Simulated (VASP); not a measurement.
Crystal: SnSe.

```xyz
2
Lattice="0.0000 2.9486 2.9486 2.9486 0.0000 2.9486 2.9486 2.9486 0.0000" Properties=species:S:1:pos:R:3 pbc="T T T"
Sn    0.0000    0.0000    0.0000
Se    2.9486    2.9486    2.9486
```

Base run:

- Program: VASP 6.6.1
- Functional: PBEsol
- Potentials or basis: VASP PAW PBE potentials, release 64 (Sn_d, Se)
- Cutoff: 520 eV
- k mesh: 8 × 8 × 8
- Occupations: fermi-dirac, width 0.05 eV
- Spin: no spin polarisation

Its results: band gap on the k mesh 0.76 eV, indirect (least direct gap 0.92 eV); pressure 1.5 GPa.

Question: The run is repeated on the same cell with these changes: functional from PBEsol to r2SCAN. What comes out?

Answer: Band gap on the k mesh 0.72 eV, indirect (least direct gap 0.76 eV); pressure 3.6 GPa.

Caveats: the PAW data sets were made with another functional, which shifts forces and pressure a little; spin-orbit coupling is left out, which moves the levels of the heavy elements.

A k mesh can miss the band edges.
